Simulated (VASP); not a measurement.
CuO2, 6 atoms in the cell. It takes space group Cmcm (No. 63, orthorhombic). The conventional cell has a = 2.825 Å, b = 10.421 Å, c = 4.343 Å, α = 90.00°, β = 90.00°, γ = 90.00°. Within 2.5 Å of Cu (site symmetry m2m) lie 6 O at 1.86 to 2.22 Å. Within 2.5 Å of O (site symmetry m2m) lie 2 Cu at 1.86 Å and 3 O at 2.42 to 2.47 Å. O (site symmetry m2m) has 4 Cu at 1.90 to 2.22 Å and 1 O at 2.47 Å within 2.5 Å. 

- Program: VASP 6.6.1
- Task: single point
- Functional: PBE
- Potentials or basis: VASP PAW PBE potentials, release 64 (Cu, O)
- Cutoff: 520 eV
- k mesh: 8 × 8 × 5
- Occupations: methfessel-paxton, width 0.1 eV
- Spin: no spin polarisation
- Dipole correction: no
- Further INCAR settings: ALGO = Normal; EDIFF = 1e-07; NBANDS = 32

Potentials or basis: VASP PAW PBE potentials, release 64 (Cu, O).

Command:

```sh
$ cat potpaw_PBE.64/Cu/POTCAR potpaw_PBE.64/O/POTCAR > POTCAR
$ mpirun -np 1 vasp_std > vasp.out
```

Hardware: 1 thread of AMD EPYC 7R13, with other jobs on the host.

Q: How long does it take, and how much memory?

A: It took 6.2 min on 1 thread of AMD EPYC 7R13, on a shared host, peak memory 0.24 GiB. Counts: scf iterations 20, k points 63.
